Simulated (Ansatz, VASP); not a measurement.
**Ir in VASP and in Ansatz**

The input POSCAR:

```
Ir
1.0
   -1.5644262002      1.5644262002      1.5644262002
    1.5644262002     -1.5644262002      1.5644262002
    1.5644262002      1.5644262002     -1.5644262002
Ir
1
Direct
    0.0000000000      0.0000000000      0.0000000000
```

Contents of INCAR.step1:

```
  ALGO = Normal
  EDIFF = 1E-4
  ENCUT = 520
  GGA = PE
  ISMEAR = -1
  LASPH = T
  LCHARG = F
  LREAL = F
  LWAVE = T
  NBANDS = 10
  NELM = 100
  PREC = Accurate
  SIGMA = 0.1
```

The input INCAR.step2:

```
  ALGO = Normal
  EDIFF = 1E-6
  ENCUT = 520
  ISIF = 2
  ISMEAR = -1
  ISTART = 1
  LASPH = T
  LCHARG = F
  LMIXTAU = T
  LREAL = F
  LWAVE = F
  METAGGA = R2SCAN
  NBANDS = 10
  NELM = 100
  PREC = Accurate
  SIGMA = 0.1
```

KPOINTS

```
k-points
0
Gamma
  16 16 16
```

Input for Ansatz:

```yaml
crystal:
  lattice:
    - [-1.5644262002, 1.5644262002, 1.5644262002]
    - [1.5644262002, -1.5644262002, 1.5644262002]
    - [1.5644262002, 1.5644262002, -1.5644262002]
  atoms:
    - { symbol: Ir, position: [0.0, 0.0, 0.0] }
hamiltonian:
  xc: r2scan
  pseudopotentials:
    kind: paw
    azcp:
      Ir: "pseudopotentials/Ir.paw.azcp"
basis:
  ecutwfc: 500
  fft_grid_basis: typed
kpoints:
  mp_grid: { grid: [16, 16, 16], shift: [0, 0, 0] }
magnetization:
  spin_polarized: false
scf:
  occupations: { method: fermi_dirac, width: 0.1 }
  lower_state_search: "off"
output:
  stress: true
```

Alike in both runs: task single point; functional r2SCAN; k mesh 16 × 16 × 16; occupations fermi-dirac, width 0.1 eV; no spin polarisation.

|  | VASP | Ansatz |
| --- | --- | --- |
| version | VASP 6.6.1 | Ansatz 0.2.0 |
| potentials or method | VASP PAW PBE potentials, release 64 (Ir), cutoff 520 eV | plane waves (500 eV) with PAW, scalar-relativistic |
| valence electrons in the cell | 9 | 17 |

Ansatz gave:

| Property | Result |
| --- | --- |
| pressure (GPa) | -11.7 |

Q: What did VASP give for the same quantities?

A: Pressure (GPa): -9.8.

VASP's potentials were made for PBE, not for r2SCAN. With one functional, cell and mesh, what is left measures potentials, basis and numerics. VASP's potentials hold 9 valence electrons a cell and Ansatz's 17, so a difference there can come from the potentials and not from the codes.

Neither program's run includes spin-orbit coupling.
